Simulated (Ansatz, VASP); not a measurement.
**One calculation of LiF, two programs**

```
CELL_PARAMETERS angstrom
3.06363 -0.02143 -0.03061
-1.55037 2.67551 0.01260
-0.04807 -0.00490 4.84857
ATOMIC_POSITIONS crystal
Li 0.33765 0.67414 0.37630
Li 0.68091 0.35802 0.87166
F 0.32655 0.65785 0.00336
F 0.65490 0.30999 0.49867
```

Change from the starting cell: all atoms moved at random, cell strained at random.

Alike in both runs: task single point; functional PBEsol; k mesh 9 × 9 × 6; occupations gaussian, width 0.02 eV; no spin polarisation.

|  | VASP | Ansatz |
| --- | --- | --- |
| version | VASP 6.6.1 | Ansatz 0.2.0 |
| potentials or method | VASP PAW PBE potentials, release 64 (Li_sv, F), cutoff 520 eV | scalar-relativistic, plane waves, PAW |
| valence electrons in the cell | 20 | 20 |

|  | VASP | Ansatz | Ansatz less VASP |
| --- | --- | --- | --- |
| gap on the k mesh at the Fermi level (eV) | 7.67 | 7.68 | +0.012 |
| least direct gap on the mesh (eV) | 7.67 | 7.68 | +0.012 |
| rms of the force components (eV/Å) | 0.226 | 0.215 | -0.0102 |

VASP's potentials were made for PBE, not for PBEsol. Atom by atom the forces differ by 0.010 eV/Å (rms over components).

Noted on VASP's run: the cutoff is short for stress, so the pressure is rough.
